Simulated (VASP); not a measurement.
Write the native input for VASP 6.6.1 that does the following.

- Task: single point
- Functional: PBEsol
- Potentials or basis: VASP PAW PBE potentials, release 64 (B, P)
- Cutoff: 520 eV
- k mesh: 6 × 6 × 6
- Occupations: gaussian, width 0.01 eV
- Spin: no spin polarisation
- Dipole correction: no
- Further INCAR settings: ALGO = Normal; EDIFF = 1e-07; NBANDS = 11

The structure of BP lies in POSCAR:

```
BP
1.0
    0.0000000000      2.2988586873      2.2988586873
    2.2988586873      0.0000000000      2.2988586873
    2.2988586873      2.2988586873      0.0000000000
B P
1 1
Direct
    0.0000000000      0.0000000000      0.0000000000
    0.2500000000      0.2500000000      0.2500000000
```

One way to write it, as run:

INCAR

```
SYSTEM = BP
  PREC = Accurate
  ENCUT = 520
  EDIFF = 1E-7
  ISMEAR = 0
  SIGMA = 0.01
  LREAL = .False.
  LASPH = .True.
  NELM = 80
  ALGO = Normal
  ISIF = 2
  LWAVE = .False.
  LCHARG = .False.
  GGA = PS
  NBANDS = 11
```

KPOINTS

```
Automatic mesh
0
Gamma
  6 6 6
  0 0 0
```

Potentials or basis: VASP PAW PBE potentials, release 64 (B, P).

The run is started by

```console
$ cat potpaw_PBE.64/B/POTCAR potpaw_PBE.64/P/POTCAR > POTCAR
$ mpirun -np 1 vasp_std > vasp.out
```

It gave:

| Item | Value |
| --- | --- |
| Pressure | -7.6 GPa |
| Band gap on the k mesh | 1.30 eV, indirect (least direct gap 3.30 eV) |

Caveat: the PAW data sets were made with another functional, which shifts forces and pressure a little.

It took 9.5 s on 1 thread of Intel Xeon 6975P-C (shared host), peak memory 0.1 GiB.
